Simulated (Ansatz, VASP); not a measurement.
# Two plane-wave programs on Bi

```xyz
1
Lattice="-1.9330 1.9330 1.9330 1.9330 -1.9330 1.9330 1.9330 1.9330 -1.9330" Properties=species:S:1:pos:R:3 pbc="T T T"
Bi    0.0000    0.0000    0.0000
```

Alike in both runs: task single point; functional PBEsol; k mesh 13 × 13 × 13; occupations fermi-dirac, width 0.1 eV; no spin polarisation.

```csv
,VASP,Ansatz
version,VASP 6.6.1,Ansatz 0.2.0
potentials or method,"VASP PAW PBE potentials, release 64 (Bi_d), cutoff 520 eV","plane waves (420 eV) with PAW, scalar-relativistic"
valence electrons in the cell,15,15
```

Ansatz gave:

* pressure (GPa): 2.7

What did VASP give for the same quantities?

Pressure (GPa): 2.6.

VASP's potentials were made for PBE, not for PBEsol, and Ansatz warns of the same on its side. The functional is the same, so the differences come from potentials, cutoffs and numerics.

Spin-orbit coupling is off throughout.
